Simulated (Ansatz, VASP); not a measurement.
## Ta3Ga: VASP beside Ansatz

```
Ta Ga
1.0
     4.12362    0.00000    0.00000
     0.00000    4.12362    0.00000
     0.00000    0.00000    4.12362
Ta Ga
3 1
Direct
  0.00000 0.50000 0.50000
  0.50000 0.00000 0.50000
  0.50000 0.50000 0.00000
  0.00000 0.00000 0.00000
```

Alike in both runs: functional PBE; k mesh 4 × 4 × 4; occupations gaussian, width 0.1 eV; no spin polarisation.

Ansatz relaxed the structure, and its values are those at the end. VASP's run is a single point on that final structure, the one shown.

|  | VASP | Ansatz |
| --- | --- | --- |
| version | VASP 6.6.1 | Ansatz 0.2.0 |
| potentials or method | VASP PAW PBE potentials, release 64 (Ta_pv, Ga_d), cutoff 520 eV | scalar-relativistic, plane waves, PAW |
| valence electrons in the cell | 46 | 52 |

```tsv
	VASP	Ansatz	Ansatz less VASP
gap on the k mesh at the Fermi level (eV)	none	none	-
pressure (GPa)	0.1	-0.1	-0.16
```

A gap of «none» marks a metal or a gap that the smearing closes. VASP's potentials hold 46 valence electrons a cell and Ansatz's 52, so a difference there can come from the potentials and not from the codes.

The k mesh is coarse, so the values compare programs but aren't converged. Spin-orbit coupling is off throughout.
